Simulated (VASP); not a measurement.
Here is a VASP 6.6.1 calculation.

The input INCAR:

```
PREC = Accurate
ENCUT = 520
EDIFF = 1E-6
ISMEAR = 0
SIGMA = 0.05
LREAL = False
LASPH = True
NELM = 80
ALGO = Normal
ISIF = 2
LWAVE = False
LCHARG = False
LDIPOL = True
IDIPOL = 3
DIPOL = 0.5 0.5 0.399
GGA = PE
IVDW = 12
NBANDS = 35
```

KPOINTS

```
regular mesh
0
Gamma
  9 9 1
```

Contents of POSCAR:

```
WSe2
1.0
    3.2854929709      0.0000000000      0.0000000000
   -1.6427464855      2.8453203767      0.0000000000
    0.0000000000      0.0000000000     24.2386466774
Se W
4 2
Direct
    0.3333333333      0.6666666667      0.1856539294
    0.3333333333      0.6666666667      0.3246601777
    1.0000000000      0.0000000000      0.4735958856
    1.0000000000      0.0000000000      0.6126021339
    0.6666666667      0.3333333333      0.2551570536
    1.3333333333     -0.3333333333      0.5430990097
```

Potentials or basis: VASP PAW PBE potentials, release 64 (Se, W_sv).

Command:

```console
$ cat potpaw_PBE.64/Se/POTCAR potpaw_PBE.64/W_sv/POTCAR > POTCAR
$ mpirun -np 1 vasp_std > vasp.out
```

**Question.** Estimate the largest force.

**Answer.** 0.139 eV/Å.

**Question.** What does it give for the band gap on the k mesh?

**Answer.** 1.57 eV, indirect (least direct gap 1.65 eV).

**Question.** What does it give for the dispersion energy per atom?

**Answer.** -0.384 eV.

Forces on the atoms (eV/Å):
```
Se   0.000  0.000 -0.040
Se   0.000  0.000  0.134
Se   0.000  0.000 -0.139
Se   0.000  0.000  0.037
W    0.000  0.000  0.043
W    0.000  0.000 -0.035
```

Caveat: spin-orbit coupling is left out, which moves the levels of the heavy elements.
